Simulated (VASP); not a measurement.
# Na (I4/mmm) in VASP: single point with PBE

Aim: the single point of Na with PBE.

Program: VASP 6.6.1. These are calculated values, not measurements. Logs are shortened: lines on timing, memory, paths and dates and some standing lists are left out, and cuts for length are marked.

### Step 1. The cell of the first run

Symmetry: I4/mmm, No. 139, tetragonal system. Conventional cell: a = 3.777 Å, b = 3.777 Å, c = 5.275 Å, α = 90.00°, β = 90.00°, γ = 90.00°. Within 4.9 Å of Na (site symmetry 4/mmm) lie 12 Na at 3.75 to 3.78 Å.

### Step 2. Single point, PBE

INCAR

```
PREC = Accurate
ENCUT = 520
EDIFF = 1E-6
ISMEAR = -1
SIGMA = 0.05
LREAL = Auto
LASPH = True
NELM = 60
ALGO = Fast
ISIF = 2
LWAVE = False
LCHARG = True
GGA = PE
LELF = True
LVHAR = True
NBANDS = 70
```

KPOINTS

```
Automatic mesh
0
Gamma
  2 2 2
  0.5 0.5 0.5
```

POSCAR

```
Na
1.0
   -7.5531643200      0.0000000000      5.2745533600
    7.5531643200      0.0000000000      5.2745533600
    0.0000000000      7.5531643200     -5.2745533600
Na
16
Direct
    0.0000000000      0.0000000000      0.0000000000
    0.7500000000      0.0000000000      0.2500000000
    0.5000000000      0.0000000000      0.5000000000
    0.2500000000      0.0000000000      0.7500000000
    0.7500000000      0.2500000000      0.0000000000
    0.5000000000      0.2500000000      0.2500000000
    0.2500000000      0.2500000000      0.5000000000
    0.0000000000      0.2500000000      0.7500000000
    0.5000000000      0.5000000000      0.0000000000
    0.2500000000      0.5000000000      0.2500000000
    0.0000000000      0.5000000000      0.5000000000
    0.2500000000      0.7500000000      0.0000000000
    0.0000000000      0.7500000000      0.2500000000
    0.7500000000      0.5000000000      0.7500000000
    0.7500000000      0.7500000000      0.5000000000
    0.5000000000      0.7500000000      0.7500000000
```

Potentials or basis: VASP PAW PBE potentials, release 64 (Na_pv).

Launch:

```
$ cat potpaw_PBE.64/Na_pv/POTCAR > POTCAR
$ mpirun -np 1 vasp_std > vasp.out
```

OUTCAR:

```text
PREC = Accurate
   ENCUT = 520
   EDIFF = 1E-6
   ISMEAR = -1
   LREAL = Auto
   LASPH = True
   NELM = 60
   ISIF = 2
   GGA = PE

 ion  position               nearest neighbor table
   1  0.000  0.000  0.000-
   2  0.750  0.000  0.250-
   3  0.500  0.000  0.500-
   4  0.250  0.000  0.750-
   5  0.750  0.250  0.000-
   6  0.500  0.250  0.250-
[... 8 lines left out ...]
  15  0.750  0.750  0.500-
  16  0.500  0.750  0.750-

  LATTYP: Found a body centered tetragonal cell.
 ALAT       =    10.6817874202
 C/A-ratio  =     0.9875787923

  Lattice vectors:

 A1 = (  -7.5531643200,   0.0000000000,   5.2745533600)
 A2 = (   7.5531643200,   0.0000000000,   5.2745533600)
 A3 = (   0.0000000000,   7.5531643200,  -5.2745533600)

Analysis of symmetry for initial positions (statically):
=====================================================================
 Subroutine PRICEL returns following result:

  LATTYP: Found a body centered tetragonal cell.
 ALAT       =     3.7765821600
 C/A-ratio  =     1.3966473220

  Lattice vectors:

 A1 = (   1.8882910800,  -1.8882910800,   2.6372766800)
 A2 = (  -1.8882910800,   1.8882910800,   2.6372766800)
 A3 = (  -1.8882910800,  -1.8882910800,  -2.6372766800)

  16 primitive cells build up your supercell.

 Routine SETGRP: Setting up the symmetry group for a
 body centered tetragonal supercell.

 Subroutine GETGRP returns: Found 16 space group operations
 (whereof 16 operations were pure point group operations)
 out of a pool of 16 trial point group operations.

The static configuration has the point symmetry D_4h.

Analysis of symmetry for dynamics (positions and initial velocities):
=====================================================================
 Subroutine PRICEL returns following result:

  LATTYP: Found a body centered tetragonal cell.
 ALAT       =     3.7765821600
 C/A-ratio  =     1.3966473220

  Lattice vectors:

 A1 = (   1.8882910800,  -1.8882910800,   2.6372766800)
 A2 = (  -1.8882910800,   1.8882910800,   2.6372766800)
 A3 = (  -1.8882910800,  -1.8882910800,  -2.6372766800)

  16 primitive cells build up your supercell.

 Routine SETGRP: Setting up the symmetry group for a
 body centered tetragonal supercell.

 Subroutine GETGRP returns: Found 16 space group operations
 (whereof 16 operations were pure point group operations)
 out of a pool of 16 trial point group operations.

The dynamic configuration has the point symmetry D_4h.

 Subroutine INISYM returns: Found 16 space group operations
 (whereof 16 operations are pure point group operations),
 and found    16 'primitive' translations

----------------------------------------------------------------------------------------

                                     Primitive cell

  volume of cell :      37.6144

  direct lattice vectors                    reciprocal lattice vectors
     1.888291080 -1.888291080  2.637276680     0.000000000 -0.264789685  0.189589512
    -1.888291080  1.888291080  2.637276680    -0.264789685  0.000000000  0.189589512
    -1.888291080 -1.888291080 -2.637276680    -0.264789685 -0.264789685  0.000000000

  length of vectors
     3.753200593  3.753200593  3.753200593     0.325665105  0.325665105  0.374469164

  position of ions in fractional coordinates (direct lattice)
     0.000000000  0.000000000  0.000000000

  ion indices of the primitive-cell ions
   primitive index   ion index
                 1           1

----------------------------------------------------------------------------------------

 KPOINTS: Automatic mesh

Automatic generation of k-mesh.
 Grid dimensions read from file:
 generate k-points for:    2    2    2

 Generating k-lattice:

  Cartesian coordinates                     Fractional coordinates (reciprocal lattice)
    -0.033098711  0.033098711  0.047397378     0.500000000  0.000000000 -0.000000000
     0.033098711  0.033098711  0.047397378     0.000000000  0.500000000 -0.000000000
     0.000000000  0.066197421  0.000000000     0.000000000  0.000000000  0.500000000

  Length of vectors
     0.066615019  0.066615019  0.066197421

  Shift w.r.t. Gamma in fractional coordinates (k-lattice)
     0.500000000  0.500000000  0.500000000

 Subroutine IBZKPT returns following result:
 ===========================================

 Found      3 irreducible k-points:

 Following reciprocal coordinates:
            Coordinates               Weight
  0.250000  0.250000  0.250000      2.000000
 -0.250000  0.250000  0.250000      4.000000
 -0.250000 -0.250000  0.250000      2.000000
   k-points           NKPTS =      3   k-points in BZ     NKDIM =      3   number of bands    NBANDS=     70
   number of dos      NEDOS =    301   number of ions     NIONS =     16
   total plane-waves  NPLWV = 343000
   dimension x,y,z NGX =    70 NGY =   70 NGZ =   70
   dimension x,y,z NGXF=   140 NGYF=  140 NGZF=  140
   ions per type =              16
   NGX,Y,Z   is equivalent  to a cutoff of  12.63, 12.63, 12.63 a.u.
   NGXF,Y,Z  is equivalent  to a cutoff of  25.26, 25.26, 25.26 a.u.
 SYSTEM =  unknown system
   PREC   = accura    normal or accurate (medium, high low for compatibility)
   ISTART =      0    job   : 0-new  1-cont  2-samecut
   ICHARG =      2    charge: 1-file 2-atom 10-const
   ISPIN  =      1    spin polarized calculation?
   LNONCOLLINEAR =      F non collinear calculations
   LSORBIT =      F    spin-orbit coupling
   LASPH  =      T    aspherical Exc in radial PAW
   ENCUT  =  520.0 eV  38.22 Ry    6.18 a.u.  17.13 17.13 17.13*2*pi/ulx,y,z
   NELM   =     60;   NELMIN=  2; NELMDL= -5     # of ELM steps
   EDIFF  = 0.1E-05   stopping-criterion for ELM
   LREAL  =      T    real-space projection
   EDIFFG = 0.1E-04   stopping-criterion for IOM
   NSW    =      0    number of steps for IOM
   IBRION =     -1    ionic relax: 0-MD 1-quasi-New 2-CG
   NFREE  =      0    steps in history (QN), initial steepest desc. (CG)
   ISIF   =      2    stress and relaxation
   ISYM   =      2    0-nonsym 1-usesym 2-fastsym
   POTIM  = 0.5000    time-step for ionic-motion
   TEBEG  =    0.0;   TEEND  =   0.0 temperature during run
   PSTRESS=    0.0 pullay stress
   NELECT =     112.0000    total number of electrons
   NUPDOWN=      -1.0000    fix difference up-down
   EMIN   =  10.00;   EMAX   =-10.00  energy-range for DOS
   EFERMI =   0.00;   METHOD = LEGACY
   ISMEAR =    -1;   SIGMA  =   0.05  broadening in eV -4-tet -1-fermi 0-gaus
   EFERMI_NEDOS =   21; number of points for ismear=-14 and -15
   IALGO  =     68    algorithm
   IMIX   =      4    mixing-type and parameters
     AMIX     =   0.40;   BMIX     =  1.00
     AMIX_MAG =   1.60;   BMIX_MAG =  1.00
  volume/ion in A,a.u.               =      37.61       253.83
  Fermi-wavevector in a.u.,A,eV,Ry     =   0.934666  1.766262 11.886050  0.873600
  Thomas-Fermi vector in A             =   2.061494
   LORBIT       =      0    0 simple, 1 ext, 2 COOP (PROOUT), +10 PAW based schemes
   GGA     = PE    functional components
   LHFCALC =     F    Hartree Fock is set to
   AEXX    =    0.0000 exact exchange contribution
   IVDW    =     0    specifies the selected vdW correction
   LEPSILON=     F    determine dielectric tensor
   LRPA    =     F    only Hartree local field effects (RPA)
 non-spin polarized calculation
 RMM-DIIS sequential band-by-band and
  energy-cutoff  :      520.00
  volume of cell :      601.83
 maximum number of plane-waves:     16230
 NGX is ok and might be reduce to    70
   NGX = 35   NGY = 35   NGZ = 35

 number of electron     112.0000209 magnetization

 Free energy of the ion-electron system (eV)
  ---------------------------------------------------
  ext. energy  EPLUGINS =         0.00000000
  ---------------------------------------------------
  free energy    TOTEN  =       -20.43785146 eV

  energy without entropy =      -20.29400012  energy(sigma->0) =      -20.36592579

 E-fermi :   0.1400     XC(G=0):  -6.4644

 val. band max:        0.0953209755   @ k =  -0.2500  -0.2500   0.2500
 cond. band min:       0.6660526463   @ k =   0.2500   0.2500   0.2500
 fundamental gap:      0.5707316708
 Fermi energy:         0.1400486006

 k-point     1 :       0.2500    0.2500    0.2500
  band No.  band energies     occupation
      1     -24.6499      2.00000
      2     -24.6499      2.00000
      3     -24.6499      2.00000
      4     -24.6499      2.00000
      5     -24.6495      2.00000
      6     -24.6495      2.00000
[... 60 lines left out ...]
     67       3.2220      0.00000
     68       3.2479      0.00000

 k-point     2 :      -0.2500    0.2500    0.2500
  band No.  band energies     occupation
      1     -24.6518      2.00000
      2     -24.6518      2.00000
      3     -24.6518      2.00000
      4     -24.6518      2.00000
      5     -24.6509      2.00000
      6     -24.6506      2.00000
[... 60 lines left out ...]
     67       2.6353      0.00000
     68       2.6353      0.00000

 k-point     3 :      -0.2500   -0.2500    0.2500
  band No.  band energies     occupation
      1     -24.6516      2.00000
      2     -24.6516      2.00000
      3     -24.6516      2.00000
      4     -24.6516      2.00000
      5     -24.6504      2.00000
      6     -24.6504      2.00000
[... 60 lines left out ...]
     67       2.6750      0.00000
     68       2.6750      0.00000
 [bands above 68 left out]

------------------------ aborting loop because EDIFF is reached ----------------------------------------

  FORCE on cell =-STRESS in cart. coord.  units (eV):
  Direction    XX          YY          ZZ          XY          YZ          ZX
  --------------------------------------------------------------------------------------
  -------------------------------------------------------------------------------------
  Total       -0.0799259     -0.0799259     -0.2905136      0.0000000      0.0000000     -0.0000000
  in kB       -0.2127770     -0.2127770     -0.7733987      0.0000000      0.0000000     -0.0000000
  external PRESSURE =      -0.3996509 kB  Pullay stress =       0.0000000 kB

 VOLUME and BASIS-vectors are now :
 -----------------------------------------------------------------------------
  energy-cutoff  :      520.00
  volume of cell :      601.83
      direct lattice vectors                 reciprocal lattice vectors
    -7.553164320  0.000000000  5.274553360    -0.066197421  0.066197421  0.094794756
     7.553164320  0.000000000  5.274553360     0.066197421  0.066197421  0.094794756
     0.000000000  7.553164320 -5.274553360     0.000000000  0.132394842  0.000000000

 POSITION                                       TOTAL-FORCE (eV/Angst)
 -----------------------------------------------------------------------------------
      0.00000      0.00000      0.00000         0.000000      0.000000     -0.000000
     -5.66487      1.88829      2.63728        -0.000000     -0.000000     -0.000000
     -3.77658      3.77658      0.00000         0.000000     -0.000000     -0.000000
     -1.88829      5.66487     -2.63728        -0.000000      0.000000      0.000000
     -3.77658      0.00000      5.27455        -0.000000     -0.000000     -0.000000
     -1.88829      1.88829      2.63728         0.000000     -0.000000     -0.000000
[... 8 lines left out ...]
      0.00000      3.77658      5.27455        -0.000000     -0.000000      0.000000
      1.88829      5.66487      2.63728         0.000000     -0.000000     -0.000000
 -----------------------------------------------------------------------------------
    total drift:                               -0.000000      0.000000     -0.000000

  FREE ENERGIE OF THE ION-ELECTRON SYSTEM (eV)
  ---------------------------------------------------
  free  energy   TOTEN  =       -20.4378514649 eV

  energy  without entropy=      -20.2940001214  energy(sigma->0) =      -20.36592579
```

It took 2.6 min on 1 thread of Intel Xeon Platinum 8488C (Sapphire Rapids), shared host; peak memory 0.65 GiB.

Results:

| Quantity | Value |
| --- | --- |
| Free energy | -20.4379 eV |
| Pressure | 0.0 GPa |
| Band gap on the k mesh | zero (bands 56 and 57 overlap by 0.64 eV) |

Caveat: the k points lie up to 0.42 Å⁻¹ apart, too coarse for converged energies and pressures of a metal.

The gap in the log of VASP goes by the Fermi energy; the results here count the filled bands.